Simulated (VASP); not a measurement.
# Eu (Im-3m) in VASP: a series of runs

Runs on Eu. Level: PBEsol. Tasks: single point.

Everything below comes from runs of VASP 6.6.1. Logs are shortened: lines on timing, memory, paths and dates and some standing lists are left out, and cuts for length are marked.

### Step 1. The cell of the first run

The structure is cubic, space group Im-3m (No. 229). The conventional cell has a = 4.606 Å, b = 4.606 Å, c = 4.606 Å, α = 90.00°, β = 90.00°, γ = 90.00°. Eu (site symmetry m-3m) has 14 Eu at 3.99 to 4.61 Å within 5.2 Å.

### Step 2. Single point, PBEsol, collinear spin, ferromagnetic start

Input file INCAR:

```
ALGO = Normal ; EDIFF = 1E-6
ENCUT = 520 ; GGA = PS
ISIF = 2 ; ISMEAR = -1
ISPIN = 2 ; LASPH = True
LCHARG = True ; LELF = True
LMAXMIX = 6 ; LORBIT = 11
LREAL = False ; LVHAR = True
LWAVE = False ; MAGMOM = 7
NBANDS = 18 ; NELM = 150
NUPDOWN = 7.0 ; PREC = Accurate
SIGMA = 0.05
```

Input file KPOINTS:

```
k-points
0
Gamma
  7 7 7
```

Input file POSCAR:

```
Eu
1.0
   -2.3030000000      2.3030000000      2.3030000000
    2.3030000000     -2.3030000000      2.3030000000
    2.3030000000      2.3030000000     -2.3030000000
Eu
1
Direct
    0.0000000000      0.0000000000      0.0000000000
```

Potentials or basis: VASP PAW PBE potentials, release 64 (Eu).

Launch:

```sh
$ cat potpaw_PBE.64/Eu/POTCAR > POTCAR
$ mpirun -np 1 vasp_std > vasp.out
```

OUTCAR:

```text
EDIFF = 1E-6
   ENCUT = 520
   GGA = PS
   ISIF = 2
   ISMEAR = -1
   ISPIN = 2
   LASPH = True
   LORBIT = 11
   LREAL = False
   NELM = 150
   NUPDOWN = 7.0
   PREC = Accurate

 ion  position               nearest neighbor table
   1  0.000  0.000  0.000-

  LATTYP: Found a body centered cubic cell.
 ALAT       =     4.6060000000

  Lattice vectors:

 A1 = (  -2.3030000000,   2.3030000000,   2.3030000000)
 A2 = (   2.3030000000,  -2.3030000000,   2.3030000000)
 A3 = (   2.3030000000,   2.3030000000,  -2.3030000000)

Analysis of symmetry for initial positions (statically):
=====================================================================
 Subroutine PRICEL returns:
 Original cell was already a primitive cell.

 Routine SETGRP: Setting up the symmetry group for a
 body centered cubic supercell.

 Subroutine GETGRP returns: Found 48 space group operations
 (whereof 48 operations were pure point group operations)
 out of a pool of 48 trial point group operations.

The static configuration has the point symmetry O_h .

Analysis of symmetry for dynamics (positions and initial velocities):
=====================================================================
 Subroutine PRICEL returns:
 Original cell was already a primitive cell.

 Routine SETGRP: Setting up the symmetry group for a
 body centered cubic supercell.

 Subroutine GETGRP returns: Found 48 space group operations
 (whereof 48 operations were pure point group operations)
 out of a pool of 48 trial point group operations.

The dynamic configuration has the point symmetry O_h .

Analysis of structural, dynamic, and magnetic symmetry:
=====================================================================
 Subroutine PRICEL returns:
 Original cell was already a primitive cell.

 Routine SETGRP: Setting up the symmetry group for a
 body centered cubic supercell.

 Subroutine GETGRP returns: Found 48 space group operations
 (whereof 48 operations were pure point group operations)
 out of a pool of 48 trial point group operations.

The overall configuration has the point symmetry O_h .

 Subroutine INISYM returns: Found 48 space group operations
 (whereof 48 operations are pure point group operations),
 and found     1 'primitive' translations

----------------------------------------------------------------------------------------

                                     Primitive cell

  volume of cell :      48.8587

  direct lattice vectors                    reciprocal lattice vectors
    -2.303000000  2.303000000  2.303000000     0.000000000  0.217108120  0.217108120
     2.303000000 -2.303000000  2.303000000     0.217108120  0.000000000  0.217108120
[... 98 lines left out ...]
     AMIX_MAG =   1.60;   BMIX_MAG =  1.00
  volume/ion in A,a.u.               =      48.86       329.71
  Fermi-wavevector in a.u.,A,eV,Ry     =   1.151447  2.175919 18.039008  1.325830
  Thomas-Fermi vector in A             =   2.288104
   LORBIT       =     11    0 simple, 1 ext, 2 COOP (PROOUT), +10 PAW based schemes
   GGA     = PS    functional components
   LHFCALC =     F    Hartree Fock is set to
   AEXX    =    0.0000 exact exchange contribution
   IVDW    =     0    specifies the selected vdW correction
   LEPSILON=     F    determine dielectric tensor
   LRPA    =     F    only Hartree local field effects (RPA)
 spin polarized calculation
  energy-cutoff  :      520.00
  volume of cell :       48.86
 maximum number of plane-waves:      1329
 NGX is ok and might be reduce to    30
   NGX = 15   NGY = 15   NGZ = 15

 number of electron      17.0000007 magnetization       7.0000011

 Free energy of the ion-electron system (eV)
  ---------------------------------------------------
  ext. energy  EPLUGINS =         0.00000000
  ---------------------------------------------------
  free energy    TOTEN  =       -11.54679655 eV

  energy without entropy =      -11.53415468  energy(sigma->0) =      -11.54047561

 E-fermi :   1.5757     XC(G=0):  -8.3769

 val. band max:        1.5277752452   @ k =  -0.4286  -0.4286   0.2857
 cond. band min:       1.4004427278   @ k =   0.2857   0.2857   0.1429
 fundamental gap:     -0.1273325174
 Fermi energy:         1.3082657885

 spin component 1

 k-point     1 :       0.0000    0.0000    0.0000
  band No.  band energies     occupation
      1     -40.3267      1.00000
      2     -18.9578      1.00000
      3     -18.9578      1.00000
      4     -18.9578      1.00000
      5      -2.5753      1.00000
      6       0.9225      0.99955
[... 396 lines left out ...]
      4     -19.1407      1.00000
      5       0.7774      0.99998
      6       0.7888      0.99997
[... 10 lines left out ...]
     17       5.8835      0.00000
     18       7.2913      0.00000
 Fermi energy:         1.5757103688

 spin component 2

 k-point     1 :       0.0000    0.0000    0.0000
  band No.  band energies     occupation
      1     -37.2496      1.00000
      2     -16.6752      1.00000
      3     -16.6752      1.00000
      4     -16.6752      1.00000
      5      -2.1486      1.00000
      6       4.0089      0.00000
[... 397 lines left out ...]
      5       1.3111      0.99499
      6       1.3688      0.98430
[... 10 lines left out ...]
     17       7.0660      0.00000
     18       8.3319      0.00000

------------------------ aborting loop because EDIFF is reached ----------------------------------------

  FORCE on cell =-STRESS in cart. coord.  units (eV):
  Direction    XX          YY          ZZ          XY          YZ          ZX
  --------------------------------------------------------------------------------------
  -------------------------------------------------------------------------------------
  Total       -0.9083584     -0.9083584     -0.9083584      0.0000000      0.0000000     -0.0000000
  in kB      -29.7869485    -29.7869485    -29.7869485      0.0000000      0.0000000     -0.0000000
  external PRESSURE =     -29.7869485 kB  Pullay stress =       0.0000000 kB

 VOLUME and BASIS-vectors are now :
 -----------------------------------------------------------------------------
  energy-cutoff  :      520.00
  volume of cell :       48.86
      direct lattice vectors                 reciprocal lattice vectors
    -2.303000000  2.303000000  2.303000000     0.000000000  0.217108120  0.217108120
     2.303000000 -2.303000000  2.303000000     0.217108120  0.000000000  0.217108120
     2.303000000  2.303000000 -2.303000000     0.217108120  0.217108120  0.000000000

 POSITION                                       TOTAL-FORCE (eV/Angst)
 -----------------------------------------------------------------------------------
      0.00000      0.00000      0.00000        -0.000000     -0.000000     -0.000000
 -----------------------------------------------------------------------------------
    total drift:                               -0.000000     -0.000000      0.000000

  FREE ENERGIE OF THE ION-ELECTRON SYSTEM (eV)
  ---------------------------------------------------
  free  energy   TOTEN  =       -11.5467965478 eV

  energy  without entropy=      -11.5341546821  energy(sigma->0) =      -11.54047561

 total charge

# of ion       s       p       d       f       tot
--------------------------------------------------
    1        2.079   5.688   0.228   6.674  14.669

 magnetization (x)

# of ion       s       p       d       f       tot
--------------------------------------------------
    1       -0.005  -0.098   0.058   6.672   6.628
```

OSZICAR:

```text
N       E                     dE             d eps       ncg     rms          rms(c)
DAV:   1     0.114846137015E+03    0.11485E+03   -0.66422E+03  1712   0.398E+03
DAV:   2     0.107228515055E+02   -0.10412E+03   -0.95248E+02  1842   0.305E+02
DAV:   3    -0.719837980227E+01   -0.17921E+02   -0.17574E+02  2212   0.107E+02
DAV:   4    -0.898699386098E+01   -0.17886E+01   -0.17791E+01  2840   0.270E+01
DAV:   5    -0.907853487245E+01   -0.91541E-01   -0.91383E-01  2502   0.685E+00    0.275E+01
DAV:   6    -0.123534062607E+02   -0.32749E+01   -0.25611E+00  1850   0.182E+01    0.163E+01
DAV:   7    -0.116854187970E+02    0.66799E+00   -0.24141E+00  2040   0.275E+01    0.146E+01
DAV:   8    -0.115490655467E+02    0.13635E+00   -0.52303E-01  2218   0.148E+01    0.449E+00
DAV:   9    -0.115963160303E+02   -0.47250E-01   -0.23130E-01  2322   0.835E+00    0.772E+00
DAV:  10    -0.115739927696E+02    0.22323E-01   -0.15939E-02  2694   0.158E+00    0.553E+00
DAV:  11    -0.115579031158E+02    0.16090E-01   -0.11997E-02  1928   0.215E+00    0.317E+00
DAV:  12    -0.115486099476E+02    0.92932E-02   -0.12255E-02  2176   0.213E+00    0.130E+00
DAV:  13    -0.115471277397E+02    0.14822E-02   -0.31277E-03  2704   0.926E-01    0.558E-01
DAV:  14    -0.115469574968E+02    0.17024E-03   -0.38058E-04  2776   0.215E-01    0.366E-01
DAV:  15    -0.115468810991E+02    0.76398E-04   -0.71326E-05  2632   0.141E-01    0.309E-01
DAV:  16    -0.115468008314E+02    0.80268E-04   -0.15589E-04  2438   0.218E-01    0.890E-02
DAV:  17    -0.115467966352E+02    0.41962E-05   -0.81079E-05  2684   0.160E-01    0.982E-02
DAV:  18    -0.115467965478E+02    0.87417E-07   -0.58431E-06  2364   0.139E-02
   1 F= -.11546797E+02 E0= -.11540476E+02  d E =-.126419E-01  mag=     7.0000
```

stdout:

```text
POSCAR found type information on POSCAR Eu
 POSCAR found :  1 types and       1 ions
 scaLAPACK will be used
 -----------------------------------------------------------------------------
|                                                                             |
|                                                                             |
|     You enforced a specific xc type in the INCAR file but a different       |
|     I HOPE YOU KNOW WHAT YOU ARE DOING!                                     |
|                                                                             |
 -----------------------------------------------------------------------------

 LDA part: xc-table for (Slater+PW92), standard interpolation
 POSCAR, INCAR and KPOINTS ok, starting setup
 FFT: planning ... GRIDC
 FFT: planning ... GRID_SOFT
 FFT: planning ... GRID
 WAVECAR not read
 entering main loop
```

It took 55 s on 1 thread of Intel Xeon Platinum 8375C at 2.90GHz (Ice Lake), shared host; peak memory 0.2 GiB.

What came out:

| Quantity | Value |
| --- | --- |
| Free energy | -11.5468 eV |
| Pressure | -3.0 GPa |
| Net moment | 7.00 μB per cell |
| Site moments | Eu +6.63 μB |
| Valence electrons inside the program's atomic spheres | Eu 14.67 |

Caveat: the PAW data sets were made with another functional, which shifts forces and pressure a little; spin-orbit coupling is left out, which moves the levels of the heavy elements; the total moment is fixed, so each spin has its own Fermi level; semilocal functionals describe open f shells poorly, which spoils levels, moments and volumes. The state reached can hang on the start; a lower one may exist.

### Step 3. Single point, PBEsol, collinear spin, ferromagnetic start

Input file INCAR:

```
PREC = Accurate ; ENCUT = 520
EDIFF = 1E-7 ; ISMEAR = -1
SIGMA = 0.05 ; LREAL = False
LASPH = True ; NELM = 150
ALGO = Normal ; ISIF = 2
LWAVE = False ; LCHARG = False
ISPIN = 2 ; MAGMOM = 8.8
LORBIT = 11 ; NUPDOWN = 8.8
LMAXMIX = 6 ; GGA = PS
NBANDS = 18
```

Input file KPOINTS:

```
Automatic mesh
0
Gamma
  7 7 7
```

POSCAR is that of step 2.

Potentials or basis: VASP PAW PBE potentials, release 64 (Eu).

Launch:

```sh
$ cat potpaw_PBE.64/Eu/POTCAR > POTCAR
$ mpirun -np 1 vasp_std > vasp.out
```

It took 70 s on 1 thread of Intel Xeon Platinum 8375C at 2.90GHz (Ice Lake), shared host; peak memory 0.21 GiB.

Results (log left out):

```
Free energy                                           : -11.2016 eV
Pressure                                              : -3.1 GPa
Net moment                                            : 8.80 μB per cell
Site moments                                          : Eu +6.99 μB
Valence electrons inside the program's atomic spheres : Eu 14.74
```

Caveat: the cell stands under tension; the PAW data sets were made with another functional, which shifts forces and pressure a little; spin-orbit coupling is left out, which moves the levels of the heavy elements; the total moment is fixed, so each spin has its own Fermi level; semilocal functionals describe open f shells poorly, which spoils levels, moments and volumes. The state reached can hang on the start; a lower one may exist.
